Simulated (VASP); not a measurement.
# Co (P6_3/mmc) in VASP: a series of runs

Runs on Co. Level: PBEsol. Tasks: relaxation of shape and atoms at fixed volume, single point.

Program: VASP 6.6.1. These are calculated values, not measurements. Logs are shortened: lines on timing, memory, paths and dates and some standing lists are left out, and cuts for length are marked.

**1. The cell of the first run**

Symmetry: P6_3/mmc, No. 194, hexagonal system. The conventional cell has a = 2.390 Å, b = 2.390 Å, c = 3.860 Å, α = 90.00°, β = 90.00°, γ = 120.00°. Co (site symmetry -6m2) has 12 Co at 2.37 to 2.39 Å within 3.1 Å.

**2. Relaxation of shape and atoms at fixed volume, PBEsol, collinear spin, ferromagnetic start**

INCAR reads:

```
SYSTEM = Co
ALGO = Normal
EDIFF = 1E-7
EDIFFG = -0.005
ENCUT = 600
GGA = PS
IBRION = 2
ISIF = 4
ISMEAR = -1
ISPIN = 2
LASPH = .TRUE.
LCHARG = .FALSE.
LMAXMIX = 4
LORBIT = 11
LREAL = .FALSE.
LWAVE = .FALSE.
MAGMOM = 1.7 1.7
NELM = 150
NSW = 50
PREC = Accurate
SIGMA = 0.05
```

KPOINTS reads:

```
k-points
0
G
  20 20 11
  0 0 0
```

POSCAR reads:

```
Co
1.0
    2.3897106018      0.0000000000      0.0000000000
   -1.1948553009      2.0695500888      0.0000000000
    0.0000000000      0.0000000000      3.8603544625
Co
2
Direct
    0.3333333333      0.6666666667      0.2500000000
    0.6666666667      0.3333333333      0.7500000000
```

Potentials or basis: VASP PAW PBE potentials, release 64 (Co).

Started as:

```console
$ cat potpaw_PBE.64/Co/POTCAR > POTCAR
$ mpirun -np 1 vasp_std > vasp.out
```

OUTCAR:

```text
SYSTEM = Co
   EDIFF = 1E-7
   EDIFFG = -0.005
   ENCUT = 600
   GGA = PS
   IBRION = 2
   ISIF = 4
   ISMEAR = -1
   ISPIN = 2
   LASPH = .TRUE.
   LORBIT = 11
   LREAL = .FALSE.
   NELM = 150
   NSW = 50
   PREC = Accurate

 ion  position               nearest neighbor table
   1  0.333  0.667  0.250-   2 2.37   2 2.37   2 2.37   2 2.37   2 2.37   2 2.37
   2  0.667  0.333  0.750-   1 2.37   1 2.37   1 2.37   1 2.37   1 2.37   1 2.37

  LATTYP: Found a hexagonal cell.
 ALAT       =     2.3897106018
 C/A-ratio  =     1.6154066771

  Lattice vectors:

 A1 = (   2.3897106018,   0.0000000000,   0.0000000000)
 A2 = (  -1.1948553009,   2.0695500888,   0.0000000000)
 A3 = (   0.0000000000,   0.0000000000,   3.8603544625)

Analysis of symmetry for initial positions (statically):
=====================================================================
 Subroutine PRICEL returns:
 Original cell was already a primitive cell.

 Routine SETGRP: Setting up the symmetry group for a
 hexagonal supercell.

 Subroutine GETGRP returns: Found 24 space group operations
 (whereof 12 operations were pure point group operations)
 out of a pool of 24 trial point group operations.

The static configuration has the point symmetry D_3d.
 The point group associated with its full space group is D_6h.

Analysis of symmetry for dynamics (positions and initial velocities):
=====================================================================
 Subroutine PRICEL returns:
 Original cell was already a primitive cell.

 Routine SETGRP: Setting up the symmetry group for a
 hexagonal supercell.

 Subroutine GETGRP returns: Found 24 space group operations
 (whereof 12 operations were pure point group operations)
 out of a pool of 24 trial point group operations.

The dynamic configuration has the point symmetry D_3d.
 The point group associated with its full space group is D_6h.

Analysis of structural, dynamic, and magnetic symmetry:
=====================================================================
 Subroutine PRICEL returns:
 Original cell was already a primitive cell.

 Routine SETGRP: Setting up the symmetry group for a
 hexagonal supercell.

 Subroutine GETGRP returns: Found 24 space group operations
 (whereof 12 operations were pure point group operations)
 out of a pool of 24 trial point group operations.

The overall configuration has the point symmetry D_3d.
 The point group associated with its full space group is D_6h.

 Subroutine INISYM returns: Found 24 space group operations
 (whereof 12 operations are pure point group operations),
 and found     1 'primitive' translations

----------------------------------------------------------------------------------------

                                     Primitive cell

  volume of cell :      19.0919

  direct lattice vectors                    reciprocal lattice vectors
     2.389710602  0.000000000  0.000000000     0.418460712  0.241598405  0.000000000
    -1.194855301  2.069550089  0.000000000     0.000000000  0.483196809  0.000000000
     0.000000000  0.000000000  3.860354463     0.000000000  0.000000000  0.259043570

  length of vectors
     2.389710602  2.389710602  3.860354463     0.483196809  0.483196809  0.259043570

  position of ions in fractional coordinates (direct lattice)
     0.333333333  0.666666667  0.250000000
     0.666666667  0.333333333  0.750000000

  ion indices of the primitive-cell ions
   primitive index   ion index
                 1           1
                 2           2

----------------------------------------------------------------------------------------

 KPOINTS: k-points

Automatic generation of k-mesh.
 Grid dimensions read from file:
 generate k-points for:   20   20   11

 Generating k-lattice:
[... 107 lines left out ...]
  ext. energy  EPLUGINS =         0.00000000
  ---------------------------------------------------
  free energy    TOTEN  =       -15.37324951 eV

  energy without entropy =      -15.36000014  energy(sigma->0) =      -15.36662483

------------------------ aborting loop because EDIFF is reached ----------------------------------------

  FORCE on cell =-STRESS in cart. coord.  units (eV):
  Direction    XX          YY          ZZ          XY          YZ          ZX
  --------------------------------------------------------------------------------------
  -------------------------------------------------------------------------------------
  Total        2.7902082      2.7902082      2.7331746     -0.0000000      0.0000000      0.0000000
  in kB      234.1524803    234.1524803    229.3662518     -0.0000000      0.0000000      0.0000000
  external PRESSURE =     232.5570708 kB  Pullay stress =       0.0000000 kB

 VOLUME and BASIS-vectors are now :
 -----------------------------------------------------------------------------
  energy-cutoff  :      600.00
  volume of cell :       19.09
      direct lattice vectors                 reciprocal lattice vectors
     2.389710602  0.000000000  0.000000000     0.418460712  0.241598405  0.000000000
    -1.194855301  2.069550089  0.000000000     0.000000000  0.483196809  0.000000000
     0.000000000  0.000000000  3.860354463     0.000000000  0.000000000  0.259043570

 POSITION                                       TOTAL-FORCE (eV/Angst)
 -----------------------------------------------------------------------------------
     -0.00000      1.37970      0.96509         0.000000      0.000000      0.000000
      1.19486      0.68985      2.89527        -0.000000     -0.000000      0.000000
 -----------------------------------------------------------------------------------
    total drift:                               -0.000000      0.000000     -0.000000

  FREE ENERGIE OF THE ION-ELECTRON SYSTEM (eV)
  ---------------------------------------------------
  free  energy   TOTEN  =       -15.3732495094 eV

  energy  without entropy=      -15.3600001449  energy(sigma->0) =      -15.36662483

--------------------------------------- Ionic step        2  -------------------------------------------

 number of electron      18.0000002 magnetization       3.0068322

 Free energy of the ion-electron system (eV)
  ---------------------------------------------------
  ext. energy  EPLUGINS =         0.00000000
  ---------------------------------------------------
  free energy    TOTEN  =       -15.37326897 eV

  energy without entropy =      -15.36006301  energy(sigma->0) =      -15.36666599

 E-fermi :  11.9880     XC(G=0): -14.3540

 val. band max:       11.9859573341   @ k =   0.4000   0.1000   0.4545
 cond. band min:      11.9972630099   @ k =   0.2000  -0.0000   0.1818
 fundamental gap:      0.0113056758
 Fermi energy:        11.9880038601

 spin component 1

 k-point     1 :       0.0000    0.0000    0.0000
  band No.  band energies     occupation
      1       2.2551      1.00000
      2       6.2129      1.00000
      3       9.2349      1.00000
      4       9.2455      1.00000
      5       9.2455      1.00000
      6       9.6397      1.00000
      7       9.6397      1.00000
      8      10.0618      1.00000
      9      10.0618      1.00000
     10      11.4225      0.99999
     11      11.4225      0.99999
     12      11.8398      0.95091
     13      19.6097      0.00000
     14      34.9623      0.00000
[... 403 lines left out ...]
      4       8.2029      1.00000
      5       9.1486      1.00000
      6       9.3456      1.00000
      7       9.7120      1.00000
      8      10.4757      1.00000
      9      10.9064      1.00000
     10      11.3896      0.99999
     11      11.6109      0.99947
     12      18.6568      0.00000
     13      20.2283      0.00000
     14      24.0672      0.00000
     15      27.8774      0.00000

 [... further k-points ...]

 spin component 2

 k-point     1 :       0.0000    0.0000    0.0000
  band No.  band energies     occupation
      1       2.3410      1.00000
      2       7.1163      1.00000
      3      10.7524      1.00000
      4      10.7532      1.00000
      5      10.7532      1.00000
      6      11.2016      1.00000
      7      11.2016      1.00000
      8      11.6900      0.99742
      9      11.6900      0.99742
     10      11.8940      0.86752
     11      13.1656      0.00000
     12      13.1656      0.00000
     13      20.6102      0.00000
     14      34.8343      0.00000
[... 403 lines left out ...]
      4       9.3697      1.00000
      5      10.6285      1.00000
      6      10.7659      1.00000
      7      11.1748      1.00000
      8      12.0895      0.11600
      9      12.5584      0.00001
     10      13.0062      0.00000
     11      13.3798      0.00000
     12      19.4110      0.00000
     13      20.9438      0.00000
     14      24.6499      0.00000
     15      28.2781      0.00000

 [... further k-points ...]
[... 5 lines left out ...]
  --------------------------------------------------------------------------------------
  -------------------------------------------------------------------------------------
  Total        2.7666083      2.7666083      2.7805742      0.0000000      0.0000000      0.0000000
  in kB      232.1719910    232.1719910    233.3440008      0.0000000      0.0000000      0.0000000
  external PRESSURE =     232.5626609 kB  Pullay stress =       0.0000000 kB

 VOLUME and BASIS-vectors are now :
 -----------------------------------------------------------------------------
  energy-cutoff  :      600.00
  volume of cell :       19.09
      direct lattice vectors                 reciprocal lattice vectors
     2.390806968 -0.000000000  0.000000000     0.418268816  0.241487614  0.000000000
    -1.195403484  2.070499570  0.000000000     0.000000000  0.482975227 -0.000000000
    -0.000000000  0.000000000  3.856814743    -0.000000000 -0.000000000  0.259281315

 POSITION                                       TOTAL-FORCE (eV/Angst)
 -----------------------------------------------------------------------------------
     -0.00000      1.38033      0.96420         0.000000     -0.000000      0.000000
      1.19540      0.69017      2.89261        -0.000000      0.000000     -0.000000
 -----------------------------------------------------------------------------------
    total drift:                               -0.000000      0.000000     -0.000000

  FREE ENERGIE OF THE ION-ELECTRON SYSTEM (eV)
  ---------------------------------------------------
  free  energy   TOTEN  =       -15.3732689723 eV

  energy  without entropy=      -15.3600630095  energy(sigma->0) =      -15.36666599

 reached required accuracy - stopping structural energy minimisation

 total charge

# of ion       s       p       d       tot
------------------------------------------
    1        0.547   0.647   7.361   8.555
    2        0.547   0.647   7.361   8.555
--------------------------------------------------
tot          1.094   1.294  14.722  17.110

 magnetization (x)

# of ion       s       p       d       tot
------------------------------------------
    1       -0.016  -0.051   1.562   1.495
    2       -0.016  -0.051   1.562   1.495
--------------------------------------------------
tot         -0.032  -0.103   3.125   2.991
```

It took 1.8 min on 1 thread of Intel Xeon 6975P-C (Granite Rapids), shared host; peak memory 0.25 GiB.

Results:

```
Free energy                                           : -15.3733 eV
Energy gained by relaxing                             : 0.0 meV/atom
Ionic steps                                           : 2
Pressure after relaxing                               : 23.3 GPa
Net moment                                            : 3.01 μB per cell
Site moments                                          : Co +1.50 μB
Valence electrons inside the program's atomic spheres : Co 8.55
```

Final structure:
```
CELL_PARAMETERS angstrom
2.39081 0.00000 0.00000
-1.19540 2.07050 0.00000
0.00000 0.00000 3.85681
ATOMIC_POSITIONS crystal
Co 0.33333 0.66667 0.25000
Co 0.66667 0.33333 0.75000
```

Levels at points of the mesh, in eV from the Fermi level:
Spin up:
| k point | band 6 | band 7 | band 8 | band 9 | band 10 | band 11 | band 12 | band 13 | band 14 | band 15 |
| --- | --- | --- | --- | --- | --- | --- | --- | --- | --- | --- |
| (0.00, 0.00, 0.00) | -2.35 | -2.35 | -1.93 | -1.93 | -0.57 | -0.57 | -0.15 | 7.62 | 22.97 | 26.49 |
| (0.50, 0.00, 0.00) | -2.65 | -2.24 | -0.41 | -0.28 | -0.23 | 1.72 | 4.02 | 10.76 | 11.57 | 14.00 |
Spin down:
```tsv
k point	band 5	band 6	band 7	band 8	band 9	band 10
(0.00, 0.00, 0.00)	-1.23	-0.79	-0.79	-0.30	-0.30	-0.09
(0.50, 0.00, 0.00)	-1.44	-1.28	-0.78	1.34	1.50	1.54
```

Caveat: the PAW data sets were made with another functional, which shifts forces and pressure a little.

[end of part 1 of 2]
